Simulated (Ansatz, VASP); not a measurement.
# CaPb2F6 in VASP and in Ansatz

```
F Ca Pb
1.0
     5.84585    2.92511   -2.92414
     2.92347    5.84390    2.91890
     5.84470   -2.92324    2.92372
F Ca Pb
12 2 4
Direct
  0.45875 0.33155 0.62255
  0.78432 0.66505 0.64463
  0.94944 0.33171 0.11304
  0.29462 0.67756 0.11318
  0.64053 0.98555 0.11335
  0.11795 0.99804 0.64455
  0.37123 0.98554 0.88524
  0.71638 0.33149 0.88534
  0.88148 0.99814 0.35380
  0.20704 0.33162 0.37580
  0.54792 0.66509 0.35389
  0.02517 0.67772 0.88507
  0.99949 0.99858 0.99920
  0.66645 0.66449 0.99921
  0.50283 0.99182 0.49917
  0.83303 0.33155 0.49919
  0.33302 0.33149 0.99915
  0.16305 0.67128 0.49924
```

Alike in both runs: functional PBE; k mesh 3 × 2 × 2; occupations gaussian, width 0.1 eV; no spin polarisation.

Ansatz relaxed the structure, and its values are those at the end. VASP's run is a single point on that final structure, the one shown.

|  | VASP | Ansatz |
| --- | --- | --- |
| version | VASP 6.6.1 | Ansatz 0.2.0 |
| potentials or method | VASP PAW PBE potentials, release 64 (F, Ca_sv, Pb_d), cutoff 520 eV | scalar-relativistic, plane waves, PAW |
| valence electrons in the cell | 160 | 160 |

|  | VASP | Ansatz | Ansatz less VASP |
| --- | --- | --- | --- |
| gap on the k mesh at the Fermi level (eV) | 4.68 | 4.68 | +0.003 |
| least direct gap on the mesh (eV) | 4.69 | 4.69 | +0.003 |
| pressure (GPa) | -0.1 | 0.0 | +0.12 |
| rms of the force components (eV/Å) | 0.013 | 0.008 | -0.0057 |

The k mesh is coarse, so the values compare programs but aren't converged. Spin-orbit coupling is off throughout.
